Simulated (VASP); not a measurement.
# Zn2Si2N (P-6m2) in VASP: further runs

The runs below take Zn2Si2N through single point, relaxation of cell and atoms, with PBE.

Program: VASP 6.6.1. These are calculated values, not measurements. Logs are shortened: lines on timing, memory, paths and dates and some standing lists are left out, and cuts for length are marked.

**1. The cell of the first run**

It takes space group P-6m2 (No. 187, hexagonal). The conventional cell has a = 2.943 Å, b = 2.943 Å, c = 10.276 Å, α = 90.00°, β = 90.00°, γ = 120.00°. Within 3.6 Å of Zn (site symmetry 3m) lie 4 Si at 2.75 to 2.93 Å and 6 Zn at 2.94 Å and 3 N at 3.23 Å. Within 3.9 Å of Si (site symmetry -6m2) lie 6 Zn at 2.93 Å and 6 Si at 2.94 Å. Si (site symmetry -6m2) has 3 N at 1.70 Å within 2.3 Å. Within 2.3 Å of N (site symmetry -6m2) lie 3 Si at 1.70 Å.

**2. Single point, PBE**

The input, INCAR:

```
  ALGO = Normal
  EDIFF = 1E-7
  ENCUT = 520
  GGA = PE
  ISIF = 2
  ISMEAR = 0
  LASPH = T
  LCHARG = T
  LELF = T
  LREAL = F
  LVHAR = T
  LWAVE = F
  NBANDS = 26
  NELM = 60
  PREC = Accurate
  SIGMA = 0.1
```

The input, KPOINTS:

```
k-points
0
Gamma
  6 6 4
```

The input, POSCAR:

```
Zn2Si2N
1.0
    2.9433988384      0.0000000021      0.0000000000
   -1.4716994210      2.5490581665      0.0000000000
    0.0000000000      0.0000000000     10.2760486706
Zn Si N
2 2 1
Direct
    0.6666666667      0.3333333333      0.2673254432
    0.6666666667      0.3333333333      0.7326745568
    0.3333333333      0.6666666667      0.5000000000
    0.6666666667      0.3333333333      0.0000000000
    0.3333333333      0.6666666667      0.0000000000
```

Potentials or basis: VASP PAW PBE potentials, release 64 (Zn, Si, N).

The run is started by

```sh
> cat potpaw_PBE.64/Zn/POTCAR potpaw_PBE.64/Si/POTCAR potpaw_PBE.64/N/POTCAR > POTCAR
> mpirun -np 1 vasp_std > vasp.out
```

OUTCAR:

```text
EDIFF = 1E-7
   ENCUT = 520
   GGA = PE
   ISIF = 2
   ISMEAR = 0
   LASPH = T
   LREAL = F
   NELM = 60
   PREC = Accurate

 ion  position               nearest neighbor table
   1  0.667  0.333  0.267-   4 2.75   3 2.93   3 2.93   3 2.93
   2  0.667  0.333  0.733-   4 2.75   3 2.93   3 2.93   3 2.93
   3  0.333  0.667  0.500-   1 2.93   2 2.93   1 2.93   2 2.93   1 2.93   2 2.93
   4  0.667  0.333  0.000-   5 1.70   5 1.70   5 1.70   1 2.75   2 2.75
   5  0.333  0.667  0.000-   4 1.70   4 1.70   4 1.70

  LATTYP: Found a hexagonal cell.
 ALAT       =     2.9433988384
 C/A-ratio  =     3.4912185656

  Lattice vectors:

 A1 = (   2.9433988384,   0.0000000021,   0.0000000000)
 A2 = (  -1.4716994210,   2.5490581665,   0.0000000000)
 A3 = (   0.0000000000,   0.0000000000,  10.2760486706)

Analysis of symmetry for initial positions (statically):
=====================================================================
 Subroutine PRICEL returns:
 Original cell was already a primitive cell.

 Routine SETGRP: Setting up the symmetry group for a
 hexagonal supercell.

 Subroutine GETGRP returns: Found 12 space group operations
 (whereof 12 operations were pure point group operations)
 out of a pool of 24 trial point group operations.

The static configuration has the point symmetry D_3h.

Analysis of symmetry for dynamics (positions and initial velocities):
=====================================================================
 Subroutine PRICEL returns:
 Original cell was already a primitive cell.

 Routine SETGRP: Setting up the symmetry group for a
 hexagonal supercell.

 Subroutine GETGRP returns: Found 12 space group operations
 (whereof 12 operations were pure point group operations)
 out of a pool of 24 trial point group operations.

The dynamic configuration has the point symmetry D_3h.

 Subroutine INISYM returns: Found 12 space group operations
 (whereof 12 operations are pure point group operations),
 and found     1 'primitive' translations

----------------------------------------------------------------------------------------

                                     Primitive cell

  volume of cell :      77.1001

  direct lattice vectors                    reciprocal lattice vectors
     2.943398838  0.000000002  0.000000000     0.339743288  0.196150879  0.000000000
    -1.471699421  2.549058167  0.000000000    -0.000000000  0.392301758  0.000000000
     0.000000000  0.000000000 10.276048671     0.000000000  0.000000000  0.097313669

  length of vectors
     2.943398838  2.943398838 10.276048671     0.392301758  0.392301758  0.097313669

  position of ions in fractional coordinates (direct lattice)
     0.666666667  0.333333333  0.267325443
     0.666666667  0.333333333  0.732674557
     0.333333333  0.666666667  0.500000000
     0.666666667  0.333333333  0.000000000
     0.333333333  0.666666667  0.000000000

  ion indices of the primitive-cell ions
   primitive index   ion index
                 1           1
                 2           2
                 3           3
                 4           4
                 5           5

----------------------------------------------------------------------------------------

 KPOINTS: k-points

Automatic generation of k-mesh.
 Grid dimensions read from file:
 generate k-points for:    6    6    4

 Generating k-lattice:

  Cartesian coordinates                     Fractional coordinates (reciprocal lattice)
     0.056623881  0.032691813  0.000000000     0.166666667 -0.000000000  0.000000000
    -0.000000000  0.065383626  0.000000000     0.000000000  0.166666667  0.000000000
     0.000000000  0.000000000  0.024328417     0.000000000  0.000000000  0.250000000

  Length of vectors
     0.065383626  0.065383626  0.024328417

  Shift w.r.t. Gamma in fractional coordinates (k-lattice)
     0.000000000  0.000000000  0.000000000

 Subroutine IBZKPT returns following result:
 ===========================================

 Found     21 irreducible k-points:

 Following reciprocal coordinates:
            Coordinates               Weight
  0.000000  0.000000  0.000000      1.000000
  0.166667  0.000000  0.000000      6.000000
  0.333333  0.000000  0.000000      6.000000
  0.500000  0.000000  0.000000      3.000000
  0.166667  0.166667  0.000000      6.000000
  0.333333  0.166667  0.000000     12.000000
[... 13 lines left out ...]
  0.333333  0.166667  0.500000     12.000000
  0.333333  0.333333  0.500000      2.000000
   k-points           NKPTS =     21   k-points in BZ     NKDIM =     21   number of bands    NBANDS=     26
   number of dos      NEDOS =    301   number of ions     NIONS =      5
   total plane-waves  NPLWV =  46080
   dimension x,y,z NGX =    24 NGY =   24 NGZ =   80
   dimension x,y,z NGXF=    48 NGYF=   48 NGZF=  160
   ions per type =               2   2   1
   NGX,Y,Z   is equivalent  to a cutoff of  13.56, 13.56, 12.94 a.u.
   NGXF,Y,Z  is equivalent  to a cutoff of  27.11, 27.11, 25.88 a.u.
 SYSTEM =  unknown system
   PREC   = accura    normal or accurate (medium, high low for compatibility)
   ISTART =      0    job   : 0-new  1-cont  2-samecut
   ICHARG =      2    charge: 1-file 2-atom 10-const
   ISPIN  =      1    spin polarized calculation?
   LNONCOLLINEAR =      F non collinear calculations
   LSORBIT =      F    spin-orbit coupling
   LASPH  =      T    aspherical Exc in radial PAW
   ENCUT  =  520.0 eV  38.22 Ry    6.18 a.u.   5.47  5.47 19.11*2*pi/ulx,y,z
   NELM   =     60;   NELMIN=  2; NELMDL= -5     # of ELM steps
   EDIFF  = 0.1E-06   stopping-criterion for ELM
   LREAL  =      F    real-space projection
   EDIFFG = 0.1E-05   stopping-criterion for IOM
   NSW    =      0    number of steps for IOM
   IBRION =     -1    ionic relax: 0-MD 1-quasi-New 2-CG
   NFREE  =      0    steps in history (QN), initial steepest desc. (CG)
   ISIF   =      2    stress and relaxation
   ISYM   =      2    0-nonsym 1-usesym 2-fastsym
   POTIM  = 0.5000    time-step for ionic-motion
   TEBEG  =    0.0;   TEEND  =   0.0 temperature during run
   PSTRESS=    0.0 pullay stress
   NELECT =      37.0000    total number of electrons
   NUPDOWN=      -1.0000    fix difference up-down
   EMIN   =  10.00;   EMAX   =-10.00  energy-range for DOS
   EFERMI =   0.00;   METHOD = LEGACY
   ISMEAR =     0;   SIGMA  =   0.10  broadening in eV -4-tet -1-fermi 0-gaus
   EFERMI_NEDOS =   21; number of points for ismear=-14 and -15
   IALGO  =     38    algorithm
   IMIX   =      4    mixing-type and parameters
     AMIX     =   0.40;   BMIX     =  1.00
     AMIX_MAG =   1.60;   BMIX_MAG =  1.00
  volume/ion in A,a.u.               =      15.42       104.06
  Fermi-wavevector in a.u.,A,eV,Ry     =   1.281712  2.422084 22.351451  1.642785
  Thomas-Fermi vector in A             =   2.414066
   LORBIT       =      0    0 simple, 1 ext, 2 COOP (PROOUT), +10 PAW based schemes
   GGA     = PE    functional components
   LHFCALC =     F    Hartree Fock is set to
   AEXX    =    0.0000 exact exchange contribution
   IVDW    =     0    specifies the selected vdW correction
   LEPSILON=     F    determine dielectric tensor
   LRPA    =     F    only Hartree local field effects (RPA)
 non-spin polarized calculation
 Gauss-broadening in eV      SIGMA  =   0.10
  energy-cutoff  :      520.00
  volume of cell :       77.10
 maximum number of plane-waves:      2126
 NGX is ok and might be reduce to    24
   NGX = 11   NGY = 11   NGZ = 39

 number of electron      36.9999994 magnetization

 Free energy of the ion-electron system (eV)
  ---------------------------------------------------
  ext. energy  EPLUGINS =         0.00000000
  ---------------------------------------------------
  free energy    TOTEN  =       -20.40762062 eV

  energy without entropy =      -20.39519018  energy(sigma->0) =      -20.40140540

 E-fermi :   5.2859     XC(G=0): -10.6116

 val. band max:        5.2409200472   @ k =   0.3333   0.1667   0.2500
 cond. band min:       5.3050265339   @ k =   0.1667   0.1667   0.0000
 fundamental gap:      0.0641064867
 Fermi energy:         5.2858857111

 k-point     1 :       0.0000    0.0000    0.0000
  band No.  band energies     occupation
      1     -14.8333      2.00000
      2      -6.0227      2.00000
      3      -3.5035      2.00000
      4      -2.1931      2.00000
      5      -2.1598      2.00000
      6      -1.7561      2.00000
[... 18 lines left out ...]
     25      12.6718      0.00000
     26      16.0593      0.00000

 k-point     2 :       0.1667    0.0000    0.0000
  band No.  band energies     occupation
      1     -14.4304      2.00000
      2      -5.4238      2.00000
      3      -2.9608      2.00000
      4      -2.6891      2.00000
      5      -2.0298      2.00000
      6      -1.9980      2.00000
[... 18 lines left out ...]
     25      12.3719      0.00000
     26      13.5940      0.00000

 k-point     3 :       0.3333    0.0000    0.0000
  band No.  band energies     occupation
      1     -13.4066      2.00000
      2      -5.2983      2.00000
      3      -3.7072      2.00000
      4      -2.0748      2.00000
      5      -2.0322      2.00000
      6      -1.9954      2.00000
[... 18 lines left out ...]
     25      10.8286      0.00000
     26      12.5787      0.00000

 k-point     4 :       0.5000    0.0000    0.0000
  band No.  band energies     occupation
      1     -12.6813      2.00000
      2      -6.6373      2.00000
      3      -2.2864      2.00000
      4      -2.2033      2.00000
      5      -2.1236      2.00000
      6      -2.0863      2.00000
[... 18 lines left out ...]
     25      10.8598      0.00000
     26      11.9825      0.00000
[... 409 lines left out ...]
      1     -13.7072      2.00000
      2      -4.3726      2.00000
      3      -4.2747      2.00000
      4      -2.3307      2.00000
      5      -2.1058      2.00000
      6      -1.8667      2.00000
[... 18 lines left out ...]
     25      11.8616      0.00000
     26      12.3757      0.00000

 k-point    20 :       0.3333    0.1667    0.5000
  band No.  band energies     occupation
      1     -12.7308      2.00000
      2      -6.0252      2.00000
      3      -3.2879      2.00000
      4      -2.4553      2.00000
      5      -1.9689      2.00000
      6      -1.9655      2.00000
[... 18 lines left out ...]
     25      10.0948      0.00000
     26      11.0489      0.00000

 k-point    21 :       0.3333    0.3333    0.5000
  band No.  band energies     occupation
      1     -12.3490      2.00000
      2      -5.7396      2.00000
      3      -4.7812      2.00000
      4      -2.0011      2.00000
      5      -1.8238      2.00000
      6      -1.8232      2.00000
[... 18 lines left out ...]
     25       9.7879      0.00000
     26      10.1578      0.00000

------------------------ aborting loop because EDIFF is reached ----------------------------------------

  FORCE on cell =-STRESS in cart. coord.  units (eV):
  Direction    XX          YY          ZZ          XY          YZ          ZX
  --------------------------------------------------------------------------------------
  -------------------------------------------------------------------------------------
  Total       -0.1994875     -0.1994875      0.0370454     -0.0000000     -0.0000000      0.0000000
  in kB       -4.1454454     -4.1454454      0.7698202     -0.0000000     -0.0000000      0.0000000
  external PRESSURE =      -2.5070236 kB  Pullay stress =       0.0000000 kB

 VOLUME and BASIS-vectors are now :
 -----------------------------------------------------------------------------
  energy-cutoff  :      520.00
  volume of cell :       77.10
      direct lattice vectors                 reciprocal lattice vectors
     2.943398838  0.000000002  0.000000000     0.339743288  0.196150879  0.000000000
    -1.471699421  2.549058167  0.000000000    -0.000000000  0.392301758  0.000000000
     0.000000000  0.000000000 10.276048671     0.000000000  0.000000000  0.097313669

 POSITION                                       TOTAL-FORCE (eV/Angst)
 -----------------------------------------------------------------------------------
      1.47170      0.84969      2.74705        -0.000000     -0.000000     -0.001280
      1.47170      0.84969      7.52900        -0.000000     -0.000000      0.001280
     -0.00000      1.69937      5.13802        -0.000000      0.000000      0.000000
      1.47170      0.84969      0.00000         0.000000     -0.000000      0.000000
     -0.00000      1.69937      0.00000        -0.000000      0.000000      0.000000
 -----------------------------------------------------------------------------------
    total drift:                               -0.000000      0.000000      0.000000

  FREE ENERGIE OF THE ION-ELECTRON SYSTEM (eV)
  ---------------------------------------------------
  free  energy   TOTEN  =       -20.4076206242 eV

  energy  without entropy=      -20.3951901768  energy(sigma->0) =      -20.40140540
```

Wall time 23 s (1 thread of Intel Xeon 6975P-C (Granite Rapids), shared host); peak memory 0.21 GiB.

What came out:

```
Free energy : -20.4076 eV
Pressure    : -0.3 GPa
```

Caveat: the k points lie up to 0.41 Å⁻¹ apart.

**3. Single point, PBE**

This run uses another cell than the first one, of 15.97 Å³/atom, 1.036 times its volume.

The input, INCAR:

```
  PREC = Accurate
  ENCUT = 520
  EDIFF = 1E-6
  ISMEAR = 0
  SIGMA = 0.1
  LREAL = False
  LASPH = True
  NELM = 80
  ALGO = Normal
  ISIF = 2
  LWAVE = False
  LCHARG = False
  GGA = PE
  NBANDS = 26
```

The input, KPOINTS:

```
Automatic mesh
0
Gamma
  6 6 4
```

The input, POSCAR:

```
Zn2Si2N
1.0
    4.0952851300      0.0000000000      0.0000000000
   -2.0476425700      3.5466209600      0.0000000000
    0.0000000000      0.0000000000      5.4977870500
Zn Si N
2 2 1
Direct
    0.6666666700      0.3333333300      0.3043193900
    0.6666666700      0.3333333300      0.6956806100
    0.3333333300      0.6666666700      0.5000000000
    0.6666666700      0.3333333300      0.0000000000
    0.3333333300      0.6666666700      0.0000000000
```

Potentials or basis: VASP PAW PBE potentials, release 64 (Zn, Si, N).

The run is started by

```sh
> cat potpaw_PBE.64/Zn/POTCAR potpaw_PBE.64/Si/POTCAR potpaw_PBE.64/N/POTCAR > POTCAR
> mpirun -np 1 vasp_std > vasp.out
```

OUTCAR:

```text
PREC = Accurate
   ENCUT = 520
   EDIFF = 1E-6
   ISMEAR = 0
   LREAL = False
   LASPH = True
   NELM = 80
   ISIF = 2
   GGA = PE

 ion  position               nearest neighbor table
   1  0.667  0.333  0.304-   4 1.67   2 2.15   3 2.60   3 2.60   3 2.60
   2  0.667  0.333  0.696-   4 1.67   1 2.15   3 2.60   3 2.60   3 2.60
   3  0.333  0.667  0.500-   1 2.60   2 2.60   1 2.60   2 2.60   1 2.60   2 2.60
   4  0.667  0.333  0.000-   1 1.67   2 1.67   5 2.36   5 2.36   5 2.36
   5  0.333  0.667  0.000-   4 2.36   4 2.36   4 2.36

  LATTYP: Found a hexagonal cell.
 ALAT       =     4.0952851300
 C/A-ratio  =     1.3424674658

  Lattice vectors:

 A1 = (   4.0952851300,   0.0000000000,   0.0000000000)
 A2 = (  -2.0476425700,   3.5466209600,   0.0000000000)
 A3 = (   0.0000000000,   0.0000000000,   5.4977870500)

Analysis of symmetry for initial positions (statically):
=====================================================================
 Subroutine PRICEL returns:
 Original cell was already a primitive cell.

[... 169 lines left out ...]
  energy without entropy =       -7.64031676  energy(sigma->0) =       -7.64494972

 E-fermi :   4.1453     XC(G=0): -10.1738

 val. band max:        4.1340630116   @ k =   0.3333  -0.0000   0.0000
 cond. band min:       4.1555725819   @ k =   0.1667   0.0000   0.2500
 fundamental gap:      0.0215095703
 Fermi energy:         4.1452625019

 k-point     1 :       0.0000    0.0000    0.0000
  band No.  band energies     occupation
      1     -10.0812      2.00000
      2      -6.8853      2.00000
      3      -5.5085      2.00000
      4      -5.5085      2.00000
      5      -5.1534      2.00000
      6      -5.0465      2.00000
[... 598 lines left out ...]
     25      10.2892      0.00000
     26      11.4332      0.00000

------------------------ aborting loop because EDIFF is reached ----------------------------------------

  FORCE on cell =-STRESS in cart. coord.  units (eV):
  Direction    XX          YY          ZZ          XY          YZ          ZX
  --------------------------------------------------------------------------------------
  -------------------------------------------------------------------------------------
  Total       -3.7642376     -3.7642376     75.2066502      0.0000000     -0.0000000      0.0000000
  in kB      -75.5267463    -75.5267464   1508.9678699      0.0000001     -0.0000000      0.0000000
  external PRESSURE =     452.6381257 kB  Pullay stress =       0.0000000 kB

 VOLUME and BASIS-vectors are now :
 -----------------------------------------------------------------------------
  energy-cutoff  :      520.00
  volume of cell :       79.85
      direct lattice vectors                 reciprocal lattice vectors
     4.095285130  0.000000000  0.000000000     0.244183242  0.140979261  0.000000000
    -2.047642570  3.546620960  0.000000000     0.000000000  0.281958521  0.000000000
     0.000000000  0.000000000  5.497787050     0.000000000  0.000000000  0.181891367

 POSITION                                       TOTAL-FORCE (eV/Angst)
 -----------------------------------------------------------------------------------
      2.04764      1.18221      1.67308         0.000000     -0.000000     18.127055
      2.04764      1.18221      3.82470        -0.000000     -0.000000    -18.127055
     -0.00000      2.36441      2.74889        -0.000000      0.000000     -0.000000
      2.04764      1.18221      0.00000         0.000000      0.000000     -0.000000
     -0.00000      2.36441      0.00000        -0.000000      0.000000     -0.000000
 -----------------------------------------------------------------------------------
    total drift:                               -0.000006      0.000003      0.000000

  FREE ENERGIE OF THE ION-ELECTRON SYSTEM (eV)
  ---------------------------------------------------
  free  energy   TOTEN  =        -7.6495826898 eV

  energy  without entropy=       -7.6403167582  energy(sigma->0) =       -7.64494972
```

It took 25 s on 1 thread of Intel Xeon 6975P-C (Granite Rapids), shared host; peak memory 0.2 GiB.

Results:

```yaml
Free_energy: -7.6496 eV
Pressure: 45.3 GPa
Largest_force: 18.127 eV/Å
```

Forces on the atoms (eV/Å):
```
Zn    0.000   0.000  18.127
Zn    0.000   0.000 -18.127
Si    0.000   0.000   0.000
Si    0.000   0.000   0.000
N     0.000   0.000   0.000
```

Stress tensor (GPa, compression positive):
```
 -7.55   0.00   0.00
  0.00  -7.55   0.00
  0.00   0.00 150.90
```

Caveat: forces of over 1 eV/Å act on the atoms, so gaps and moduli don't describe the material at rest.

(Part 1 of 2 ends here.)
